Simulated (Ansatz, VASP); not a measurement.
## Na in VASP and in Ansatz

INCAR

```
SYSTEM = Na
ALGO     = Normal         ! electronic algorithm
EDIFF    = 1E-7           ! SCF threshold, eV
EDIFFG   = -0.005         ! ionic threshold
ENCUT    = 600            ! plane-wave cutoff, eV
IBRION   = 2              ! ionic algorithm
ISIF     = 3              ! what is computed and relaxed
ISMEAR   = 0              ! smearing method
LASPH    = .TRUE.         ! aspherical terms in the spheres
LCHARG   = .FALSE.        ! write CHGCAR
LREAL    = .FALSE.        ! projectors in reciprocal space
LWAVE    = .FALSE.        ! write WAVECAR
NELM     = 80             ! most SCF steps
NSW      = 70             ! ionic steps
PREC     = Accurate       ! precision mode
SIGMA    = 0.1            ! smearing width, eV
```

File KPOINTS:

```
k-points
0
G
  14 14 14
  0 0 0
```

The input POSCAR:

```
Na
1.0
   -2.0949070445      2.0949070445      2.0949070445
    2.0949070445     -2.0949070445      2.0949070445
    2.0949070445      2.0949070445     -2.0949070445
Na
1
Direct
    0.0000000000      0.0000000000      0.0000000000
```

Input for Ansatz:

```yaml
crystal:
  lattice:
    - [-2.0949070445, 2.0949070445, 2.0949070445]
    - [2.0949070445, -2.0949070445, 2.0949070445]
    - [2.0949070445, 2.0949070445, -2.0949070445]
  atoms:
    - { symbol: Na, position: [0.0, 0.0, 0.0] }
basis:
  ecutwfc: 420
kpoints:
  mp_grid: { grid: [14, 14, 14] }
hamiltonian:
  xc: lda
scf:
  occupations: { method: gaussian, width: 0.1 }
output:
  forces: true
  stress: true
  eigenvalues: true
relax:
  adjacent_minimum: "off"
  f_tol: 0.005
  max_steps: 50
  cell: { stress_tol: 0.05 }
```

Alike in both runs: task relaxation of cell and atoms; functional LDA; k mesh 14 × 14 × 14; occupations gaussian, width 0.1 eV; no spin polarisation.

|  | VASP | Ansatz |
| --- | --- | --- |
| version | VASP 6.6.1 | Ansatz 0.2.0 |
| potentials or method | VASP PAW LDA potentials, release 64 (Na_pv), cutoff 600 eV | scalar-relativistic, plane waves, PAW |
| valence electrons in the cell | 7 | 9 |

|  | VASP | Ansatz | Ansatz less VASP |
| --- | --- | --- | --- |
| gap on the k mesh at the Fermi level, each at its own relaxed structure (eV) | none | none | - |
| relaxed volume (Å³/atom) | 33.12 | 33.33 | +0.206 |
| relaxed cell length with the largest relative difference (Å) | 3.504 | 3.511 | +0.0073 |

LDA's correlation is that of Perdew and Zunger in VASP and of Perdew and Wang (1992) in Ansatz. A gap of «none» marks a metal or a gap that the smearing closes. VASP's potentials hold 7 valence electrons a cell and Ansatz's 9, so a difference there can come from the potentials and not from the codes.
